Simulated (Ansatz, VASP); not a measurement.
# GaP: VASP beside Ansatz

INCAR

```
PREC = Accurate
ENCUT = 520
EDIFF = 1E-8
ISMEAR = -1
SIGMA = 0.05
LREAL = F
LASPH = T
NELM = 100
ALGO = Normal
ISIF = 2
LWAVE = F
LCHARG = F
GGA = PE
LEFG = T
NBANDS = 16
```

KPOINTS

```
Automatic mesh
0
Gamma
  10 10 10
```

Contents of POSCAR:

```
GaP
1.0
    0.0000000000      2.7252500000      2.7252500000
    2.7252500000      0.0000000000      2.7252500000
    2.7252500000      2.7252500000      0.0000000000
Ga P
1 1
Direct
    0.0000000000      0.0000000000      0.0000000000
    0.7500000000      0.7500000000      0.7500000000
```

Input for Ansatz:

```yaml
crystal:
  lattice:
    - [0.0, 2.72525, 2.72525]
    - [2.72525, 0.0, 2.72525]
    - [2.72525, 2.72525, 0.0]
  atoms:
    - { symbol: Ga, position: [0.0, 0.0, 0.0] }
    - { symbol: P, position: [0.75, 0.75, 0.75] }
kpoints:
  mp_grid: { grid: [10, 10, 10] }
  band_path:
    path:
      - [0.0, 0.0, 0.0]
      - [-0.5, -0.5, 0.0]
      - [-0.375, -0.375, 0.25]
      - [-0.375, 0.0, 0.375]
      - [0.0, 0.0, 0.0]
      - [0.0, 0.0, 0.5]
      - [-0.5, -0.25, 0.25]
      - [-0.5, -0.5, 0.0]
    npoints: 8
scf:
  occupations: { method: fermi_dirac, width: 0.05 }
hamiltonian:
  xc: pbe
  pseudopotentials: { kind: all_electron, datasets: crystal }
output:
  forces: true
  stress: true
  eigenvalues: true
  efg: { contact_densities: true }
```

Alike in both runs: task electric field gradients; functional PBE; k mesh 10 × 10 × 10; occupations fermi-dirac, width 0.05 eV; no spin polarisation.

```csv
,VASP,Ansatz
version,VASP 6.6.1,Ansatz 0.2.0
potentials or method,"VASP PAW PBE potentials, release 64 (Ga_d, P), cutoff 520 eV","all-electron PAW with datasets made for the crystal, scalar-relativistic"
```

|  | VASP | Ansatz | Ansatz less VASP |
| --- | --- | --- | --- |
| pressure (GPa) | 2.5 | 2.5 | 0.00 |

Ansatz ran all-electron here, and VASP with PAW potentials.
